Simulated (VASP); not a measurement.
# TaO (P6/mmm) in VASP: further runs

The runs below take TaO through single point, with PBE.

All numbers are computed with VASP 6.6.1; they aren't measurements. Logs are shortened: lines on timing, memory, paths and dates and some standing lists are left out, and cuts for length are marked.

### 1 The cell of the first run

Symmetry: P6/mmm, No. 191, hexagonal system. Conventional cell: a = 2.875 Å, b = 2.875 Å, c = 3.804 Å, α = 90.00°, β = 90.00°, γ = 120.00°. Within 2.5 Å of Ta (site symmetry 6/mmm) lie 2 O at 1.90 Å. Within 2.5 Å of O (site symmetry 6/mmm) lie 2 Ta at 1.90 Å.

### 2 Single point, PBE

INCAR

```
PREC = Accurate ; ENCUT = 520
EDIFF = 1E-7 ; ISMEAR = -1
SIGMA = 0.05 ; LREAL = F
LASPH = T ; NELM = 60
ALGO = Normal ; ISIF = 2
LWAVE = F ; LCHARG = F
GGA = PE ; NBANDS = 16
```

KPOINTS

```
regular mesh
0
Gamma
  10 10 7
```

POSCAR

```
TaO
1.0
    2.8748696914      0.0000027067      0.0000000000
   -1.4374371898      2.4897088320      0.0000000000
    0.0000000000      0.0000000000      3.8043254208
Ta O
1 1
Direct
    0.0000000000      0.0000000000      0.5000000000
    0.0000000000      0.0000000000      0.0000000000
```

Potentials or basis: VASP PAW PBE potentials, release 64 (Ta_pv, O).

Command:

```sh
> cat potpaw_PBE.64/Ta_pv/POTCAR potpaw_PBE.64/O/POTCAR > POTCAR
> mpirun -np 1 vasp_std > vasp.out
```

OUTCAR:

```text
PREC = Accurate
   ENCUT = 520
   EDIFF = 1E-7
   ISMEAR = -1
   LREAL = F
   LASPH = T
   NELM = 60
   ISIF = 2
   GGA = PE

 ion  position               nearest neighbor table
   1  0.000  0.000  0.500-   2 1.90   2 1.90
   2  0.000  0.000  0.000-   1 1.90   1 1.90

  LATTYP: Found a hexagonal cell.
 ALAT       =     2.8748696914
 C/A-ratio  =     1.3233036030

  Lattice vectors:

 A1 = (   2.8748696914,   0.0000027067,   0.0000000000)
 A2 = (  -1.4374371898,   2.4897088320,   0.0000000000)
 A3 = (   0.0000000000,   0.0000000000,   3.8043254208)

Analysis of symmetry for initial positions (statically):
=====================================================================
 Subroutine PRICEL returns:
 Original cell was already a primitive cell.

 Routine SETGRP: Setting up the symmetry group for a
 hexagonal supercell.

 Subroutine GETGRP returns: Found 24 space group operations
 (whereof 24 operations were pure point group operations)
 out of a pool of 24 trial point group operations.

The static configuration has the point symmetry D_6h.

Analysis of symmetry for dynamics (positions and initial velocities):
=====================================================================
 Subroutine PRICEL returns:
 Original cell was already a primitive cell.

 Routine SETGRP: Setting up the symmetry group for a
 hexagonal supercell.

 Subroutine GETGRP returns: Found 24 space group operations
 (whereof 24 operations were pure point group operations)
 out of a pool of 24 trial point group operations.

The dynamic configuration has the point symmetry D_6h.

 Subroutine INISYM returns: Found 24 space group operations
 (whereof 24 operations are pure point group operations),
 and found     1 'primitive' translations

----------------------------------------------------------------------------------------

                                     Primitive cell

  volume of cell :      27.2298

  direct lattice vectors                    reciprocal lattice vectors
     2.874869691  0.000002707  0.000000000     0.347841664  0.200826915  0.000000000
    -1.437437190  2.489708832  0.000000000    -0.000000378  0.401653175  0.000000000
     0.000000000  0.000000000  3.804325421     0.000000000  0.000000000  0.262858691

  length of vectors
     2.874869691  2.874869691  3.804325421     0.401653175  0.401653175  0.262858691

  position of ions in fractional coordinates (direct lattice)
     0.000000000  0.000000000  0.500000000
     0.000000000  0.000000000  0.000000000

  ion indices of the primitive-cell ions
   primitive index   ion index
                 1           1
                 2           2

----------------------------------------------------------------------------------------

 KPOINTS: regular mesh

Automatic generation of k-mesh.
 Grid dimensions read from file:
 generate k-points for:   10   10    7

 Generating k-lattice:

  Cartesian coordinates                     Fractional coordinates (reciprocal lattice)
     0.034784166  0.020082691  0.000000000     0.100000000 -0.000000000  0.000000000
    -0.000000038  0.040165317  0.000000000    -0.000000000  0.100000000  0.000000000
     0.000000000  0.000000000  0.037551242     0.000000000  0.000000000  0.142857143

  Length of vectors
     0.040165317  0.040165317  0.037551242

  Shift w.r.t. Gamma in fractional coordinates (k-lattice)
     0.000000000  0.000000000  0.000000000

 Subroutine IBZKPT returns following result:
 ===========================================

 Found     56 irreducible k-points:

 Following reciprocal coordinates:
            Coordinates               Weight
  0.000000  0.000000  0.000000      1.000000
  0.100000 -0.000000  0.000000      6.000000
  0.200000 -0.000000  0.000000      6.000000
  0.300000  0.000000  0.000000      6.000000
  0.400000 -0.000000  0.000000      6.000000
  0.500000  0.000000  0.000000      3.000000
[... 16 lines left out ...]
  0.300000  0.100000  0.142857     24.000000
  0.400000  0.100000  0.142857     24.000000
 [... further k-points ...]
   k-points           NKPTS =     56   k-points in BZ     NKDIM =     56   number of bands    NBANDS=     16
   number of dos      NEDOS =    301   number of ions     NIONS =      2
   total plane-waves  NPLWV =  16128
   dimension x,y,z NGX =    24 NGY =   24 NGZ =   28
   dimension x,y,z NGXF=    48 NGYF=   48 NGZF=   56
   ions per type =               1   1
   NGX,Y,Z   is equivalent  to a cutoff of  13.88, 13.88, 12.24 a.u.
   NGXF,Y,Z  is equivalent  to a cutoff of  27.76, 27.76, 24.47 a.u.
 SYSTEM =  unknown system
   PREC   = accura    normal or accurate (medium, high low for compatibility)
   ISTART =      0    job   : 0-new  1-cont  2-samecut
   ICHARG =      2    charge: 1-file 2-atom 10-const
   ISPIN  =      1    spin polarized calculation?
   LNONCOLLINEAR =      F non collinear calculations
   LSORBIT =      F    spin-orbit coupling
   LASPH  =      T    aspherical Exc in radial PAW
   ENCUT  =  520.0 eV  38.22 Ry    6.18 a.u.   5.35  5.35  7.07*2*pi/ulx,y,z
   NELM   =     60;   NELMIN=  2; NELMDL= -5     # of ELM steps
   EDIFF  = 0.1E-06   stopping-criterion for ELM
   LREAL  =      F    real-space projection
   EDIFFG = 0.1E-05   stopping-criterion for IOM
   NSW    =      0    number of steps for IOM
   IBRION =     -1    ionic relax: 0-MD 1-quasi-New 2-CG
   NFREE  =      0    steps in history (QN), initial steepest desc. (CG)
   ISIF   =      2    stress and relaxation
   ISYM   =      2    0-nonsym 1-usesym 2-fastsym
   POTIM  = 0.5000    time-step for ionic-motion
   TEBEG  =    0.0;   TEEND  =   0.0 temperature during run
   PSTRESS=    0.0 pullay stress
   NELECT =      17.0000    total number of electrons
   NUPDOWN=      -1.0000    fix difference up-down
   EMIN   =  10.00;   EMAX   =-10.00  energy-range for DOS
   EFERMI =   0.00;   METHOD = LEGACY
   ISMEAR =    -1;   SIGMA  =   0.05  broadening in eV -4-tet -1-fermi 0-gaus
   EFERMI_NEDOS =   21; number of points for ismear=-14 and -15
   IALGO  =     38    algorithm
   IMIX   =      4    mixing-type and parameters
     AMIX     =   0.40;   BMIX     =  1.00
     AMIX_MAG =   1.60;   BMIX_MAG =  1.00
  volume/ion in A,a.u.               =      13.61        91.88
  Fermi-wavevector in a.u.,A,eV,Ry     =   1.399189  2.644083 26.636517  1.957729
  Thomas-Fermi vector in A             =   2.522273
   LORBIT       =      0    0 simple, 1 ext, 2 COOP (PROOUT), +10 PAW based schemes
   GGA     = PE    functional components
   LHFCALC =     F    Hartree Fock is set to
   AEXX    =    0.0000 exact exchange contribution
   IVDW    =     0    specifies the selected vdW correction
   LEPSILON=     F    determine dielectric tensor
   LRPA    =     F    only Hartree local field effects (RPA)
 non-spin polarized calculation
  energy-cutoff  :      520.00
  volume of cell :       27.23
 maximum number of plane-waves:       752
 NGX is ok and might be reduce to    24
   NGX = 11   NGY = 11   NGZ = 15

 number of electron      16.9999997 magnetization

 Free energy of the ion-electron system (eV)
  ---------------------------------------------------
  ext. energy  EPLUGINS =         0.00000000
  ---------------------------------------------------
  free energy    TOTEN  =       -19.27115261 eV

  energy without entropy =      -19.25895118  energy(sigma->0) =      -19.26505189

 E-fermi :   4.5781     XC(G=0): -11.7777

 val. band max:        4.5396758869   @ k =   0.3000   0.3000   0.1429
 cond. band min:       4.5949321168   @ k =   0.4000   0.2000   0.1429
 fundamental gap:      0.0552562299
 Fermi energy:         4.5781425202

 k-point     1 :       0.0000    0.0000    0.0000
  band No.  band energies     occupation
      1     -29.9621      2.00000
      2     -29.1298      2.00000
      3     -29.1298      2.00000
      4     -14.9820      2.00000
      5      -1.1817      2.00000
      6       1.3779      2.00000
[... 8 lines left out ...]
     15      17.1303      0.00000
     16      18.1632      0.00000

 k-point     2 :       0.1000   -0.0000    0.0000
  band No.  band energies     occupation
      1     -29.9471      2.00000
      2     -29.2417      2.00000
      3     -29.1550      2.00000
      4     -14.9168      2.00000
      5      -0.8287      2.00000
      6       1.4100      2.00000
[... 8 lines left out ...]
     15      17.4145      0.00000
     16      18.6299      0.00000

 k-point     3 :       0.2000   -0.0000    0.0000
  band No.  band energies     occupation
      1     -29.9077      2.00000
      2     -29.5264      2.00000
      3     -29.2203      2.00000
      4     -14.7433      2.00000
      5      -0.1283      2.00000
      6       1.5052      2.00000
[... 8 lines left out ...]
     15      18.1461      0.00000
     16      18.6379      0.00000

 k-point     4 :       0.3000    0.0000    0.0000
  band No.  band energies     occupation
      1     -29.8636      2.00000
      2     -29.8587      2.00000
      3     -29.2999      2.00000
      4     -14.5207      2.00000
      5       0.0091      2.00000
      6       1.6590      2.00000
[... 8 lines left out ...]
     15      18.6028      0.00000
     16      18.7593      0.00000
[... 324 lines left out ...]
 k-point    22 :       0.2000    0.1000    0.1429
  band No.  band energies     occupation
      1     -29.9127      2.00000
      2     -29.7206      2.00000
      3     -29.3000      2.00000
      4     -14.3161      2.00000
      5      -0.0034      2.00000
      6       0.6717      2.00000
[... 8 lines left out ...]
     15      18.6168      0.00000
     16      19.9877      0.00000

 k-point    23 :       0.3000    0.1000    0.1429
  band No.  band energies     occupation
      1     -29.9994      2.00000
      2     -29.8667      2.00000
      3     -29.3920      2.00000
      4     -14.1122      2.00000
      5      -0.4072      2.00000
      6       0.8610      2.00000
[... 8 lines left out ...]
     15      18.6028      0.00000
     16      19.4921      0.00000

 k-point    24 :       0.4000    0.1000    0.1429
  band No.  band energies     occupation
      1     -30.1665      2.00000
      2     -29.8382      2.00000
      3     -29.4483      2.00000
      4     -13.9812      2.00000
      5      -0.7369      2.00000
      6       0.9808      2.00000
[... 8 lines left out ...]
     15      18.3371      0.00000
     16      18.6869      0.00000

 [... further k-points ...]

------------------------ aborting loop because EDIFF is reached ----------------------------------------

  FORCE on cell =-STRESS in cart. coord.  units (eV):
  Direction    XX          YY          ZZ          XY          YZ          ZX
  --------------------------------------------------------------------------------------
  -------------------------------------------------------------------------------------
  Total        3.4078603      3.4078603      3.7495521     -0.0000000      0.0000000      0.0000000
  in kB      200.5154073    200.5154073    220.6202435     -0.0000000      0.0000000      0.0000000
  external PRESSURE =     207.2170194 kB  Pullay stress =       0.0000000 kB

 VOLUME and BASIS-vectors are now :
 -----------------------------------------------------------------------------
  energy-cutoff  :      520.00
  volume of cell :       27.23
      direct lattice vectors                 reciprocal lattice vectors
     2.874869691  0.000002707  0.000000000     0.347841664  0.200826915  0.000000000
    -1.437437190  2.489708832  0.000000000    -0.000000378  0.401653175  0.000000000
     0.000000000  0.000000000  3.804325421     0.000000000  0.000000000  0.262858691

 POSITION                                       TOTAL-FORCE (eV/Angst)
 -----------------------------------------------------------------------------------
      0.00000      0.00000      1.90216         0.000000      0.000000      0.000000
      0.00000      0.00000      0.00000        -0.000000      0.000000      0.000000
 -----------------------------------------------------------------------------------
    total drift:                                0.000000     -0.000000      0.000000

  FREE ENERGIE OF THE ION-ELECTRON SYSTEM (eV)
  ---------------------------------------------------
  free  energy   TOTEN  =       -19.2711526054 eV

  energy  without entropy=      -19.2589511799  energy(sigma->0) =      -19.26505189
```

Run time: 20 s. Hardware: 1 thread of Intel Xeon 8259CL, shared host; peak memory 0.16 GiB.

Results:

```
Free energy            : -19.2712 eV
Pressure               : 20.7 GPa
Band gap on the k mesh : zero (an odd number of electrons rules out a gap without spin polarisation)
```

Stress tensor (GPa, compression positive):
```
20.05  0.00  0.00
 0.00 20.05  0.00
 0.00  0.00 22.06
```

Levels at points of the mesh, in eV from the Fermi level:
```tsv
k point	band 5	band 6	band 7	band 8	band 9	band 10	band 11	band 12
(0.00, 0.00, 0.00)	-5.76	-3.20	-1.81	-1.81	0.71	0.71	4.12	4.12
(0.50, 0.00, 0.00)	-5.02	-3.64	-2.61	-2.39	-1.04	3.01	4.87	6.55
```

Caveat: the cell stands under pressure; spin-orbit coupling is left out, which moves the levels of the heavy elements; an odd number of electrons without spin polarisation forces a metal; a magnetic or distorted state may lie lower.

### 3 Single point, PBE

This run uses another cell than the first one, of 14.46 Å³/atom.

INCAR

```
SYSTEM = TaO
PREC     = Accurate       ! precision mode
ENCUT    = 520            ! plane-wave cutoff, eV
EDIFF    = 1E-6           ! SCF threshold, eV
ISMEAR   = -1             ! smearing method
SIGMA    = 0.05           ! smearing width, eV
LREAL    = .FALSE.        ! projectors in reciprocal space
LASPH    = .TRUE.         ! aspherical terms in the spheres
NELM     = 60             ! most SCF steps
ALGO     = Normal         ! electronic algorithm
ISIF     = 2              ! what is computed and relaxed
LWAVE    = .FALSE.        ! write WAVECAR
LCHARG   = .TRUE.         ! write CHGCAR
GGA      = PE             ! functional
LELF     = .TRUE.         ! ELF
LVHAR    = .TRUE.       
NBANDS   = 16             ! bands
```

KPOINTS

```
regular mesh
0
G
  10 10 7
  0 0 0
```

POSCAR

```
TaO
1.0
    2.9537251162      0.0000027809      0.0000000000
   -1.4768649665      2.5579995959      0.0000000000
    0.0000000000      0.0000000000      3.8281431305
Ta O
1 1
Direct
    0.0000000000      0.0000000000      0.5000000000
    0.0000000000      0.0000000000      0.0000000000
```

Potentials or basis: VASP PAW PBE potentials, release 64 (Ta_pv, O).

Command:

```sh
> cat potpaw_PBE.64/Ta_pv/POTCAR potpaw_PBE.64/O/POTCAR > POTCAR
> mpirun -np 1 vasp_std > vasp.out
```

It took 20 s on 1 thread of Intel Xeon 8259CL, shared host; peak memory 0.16 GiB.

It converged, with:

```yaml
Free_energy: -19.4305 eV
Pressure: 10.6 GPa
Band_gap_on_the_k_mesh: zero (an odd number of electrons rules out a gap without spin polarisation)
```

Stress tensor (GPa, compression positive):
```
 9.97  0.00  0.00
 0.00  9.97  0.00
 0.00  0.00 11.73
```

Levels at points of the mesh, in eV from the Fermi level:
```
           k point  band 7  band 8  band 9  band 10  band 11  band 12
(0.00, 0.00, 0.00)   -2.04   -2.04    0.66     0.66     3.69     3.69
(0.50, 0.00, 0.00)   -2.80   -2.56   -0.84     2.73     4.36     5.88
```

Caveat: the cell stands under pressure; spin-orbit coupling is left out, which moves the levels of the heavy elements; an odd number of electrons without spin polarisation forces a metal; a magnetic or distorted state may lie lower.

### 4 Single point, PBE

This run uses another cell than the first one, of 15.02 Å³/atom.

INCAR

```
PREC = Accurate
ENCUT = 520
EDIFF = 1E-6
ISMEAR = -1
SIGMA = 0.05
LREAL = False
LASPH = True
NELM = 80
ALGO = Normal
ISIF = 2
LWAVE = False
LCHARG = False
GGA = PE
NBANDS = 16
```

KPOINTS

```
Automatic mesh
0
Gamma
  10 10 7
```

POSCAR

```
TaO
1.0
    3.0049763056      0.0000028292      0.0000000000
   -1.5024906029      2.6023844038      0.0000000000
    0.0000000000      0.0000000000      3.8411709824
Ta O
1 1
Direct
    0.0000000000      0.0000000000      0.5000000000
    0.0000000000      0.0000000000      0.0000000000
```

Command:

```sh
> cat potpaw_PBE.64/Ta_pv/POTCAR potpaw_PBE.64/O/POTCAR > POTCAR
> mpirun -np 1 vasp_std > vasp.out
```

It took 18 s on 1 thread of Intel Xeon 8259CL, shared host; peak memory 0.16 GiB.

Results (log left out):

```
Free energy            : -19.4839 eV
Pressure               : 5.5 GPa
Band gap on the k mesh : zero (an odd number of electrons rules out a gap without spin polarisation)
```

Stress tensor (GPa, compression positive):
```
4.93 0.00 0.00
0.00 4.93 0.00
0.00 0.00 6.58
```

Levels at points of the mesh, in eV from the Fermi level:
```tsv
k point	band 6	band 7	band 8	band 9	band 10	band 11
(0.00, 0.00, 0.00)	-3.38	-2.18	-2.18	0.64	0.64	3.43
(0.50, 0.00, 0.00)	-3.18	-2.91	-2.66	-0.72	2.55	4.08
```

Caveat: the cell stands under pressure; spin-orbit coupling is left out, which moves the levels of the heavy elements; an odd number of electrons without spin polarisation forces a metal; a magnetic or distorted state may lie lower.

### 5 Single point, PBE

This run uses another cell than the first one, of 15.41 Å³/atom.

INCAR

```
  ALGO = Normal
  EDIFF = 1E-7
  ENCUT = 520
  GGA = PE
  ISIF = 2
  ISMEAR = -1
  LASPH = True
  LCHARG = False
  LREAL = False
  LWAVE = False
  NBANDS = 16
  NELM = 100
  PREC = Accurate
  SIGMA = 0.05
```

KPOINTS

```
k-points
0
Gamma
  10 10 7
```

POSCAR

```
TaO
1.0
    3.0401350304      0.0000028623      0.0000000000
   -1.5200699940      2.6328327361      0.0000000000
    0.0000000000      0.0000000000      3.8495987183
Ta O
1 1
Direct
    0.0000000000      0.0000000000      0.5000000000
    0.0000000000      0.0000000000      0.0000000000
```

Command:

```sh
> cat potpaw_PBE.64/Ta_pv/POTCAR potpaw_PBE.64/O/POTCAR > POTCAR
> mpirun -np 1 vasp_std > vasp.out
```

It took 24 s on 1 thread of Intel Xeon 8259CL, shared host; peak memory 0.16 GiB.

The run converged. Its results:

| Item | Value |
| --- | --- |
| Free energy | -19.5017 eV |
| Pressure | 2.4 GPa |
| Band gap on the k mesh | zero (an odd number of electrons rules out a gap without spin polarisation) |

Stress tensor (GPa, compression positive):
```
1.91 0.00 0.00
0.00 1.91 0.00
0.00 0.00 3.49
```

Levels at points of the mesh, in eV from the Fermi level:
```csv
k point,band 4,band 5,band 6,band 7,band 8,band 9,band 10,band 11,band 12,band 13
"(0.00, 0.00, 0.00)",-19.46,-5.33,-3.42,-2.27,-2.27,0.62,0.62,3.26,3.26,6.82
"(0.50, 0.00, 0.00)",-18.98,-4.84,-3.06,-2.99,-2.73,-0.65,2.44,3.91,5.23,6.33
```

Caveat: spin-orbit coupling is left out, which moves the levels of the heavy elements; an odd number of electrons without spin polarisation forces a metal; a magnetic or distorted state may lie lower.

### 6 Overview

```tsv
cell	gap on the mesh (eV)	pressure (GPa)
a = 2.875, b = 2.875, c = 3.804 Å, angles 90.0, 90.0, 120.0°, 2 atoms	none	20.7
a = 2.954, b = 2.954, c = 3.828 Å, angles 90.0, 90.0, 120.0°, 2 atoms	none	10.6
a = 3.005, b = 3.005, c = 3.841 Å, angles 90.0, 90.0, 120.0°, 2 atoms	none	5.5
a = 3.040, b = 3.040, c = 3.850 Å, angles 90.0, 90.0, 120.0°, 2 atoms	none	2.4
```

Alike in all rows: task single point; level PBE; potentials or basis VASP PAW PBE potentials, release 64 (Ta_pv, O); no spin polarisation; k mesh 10 × 10 × 7; cutoff (eV) 520; smearing fermi-dirac 0.05 eV.

Caveats: spin-orbit coupling is left out, which moves the levels of the heavy elements; an odd number of electrons without spin polarisation forces a metal; a magnetic or distorted state may lie lower; the cell stands under pressure (at least some runs).

Absolute energies hang on the potentials; compare differences alone.
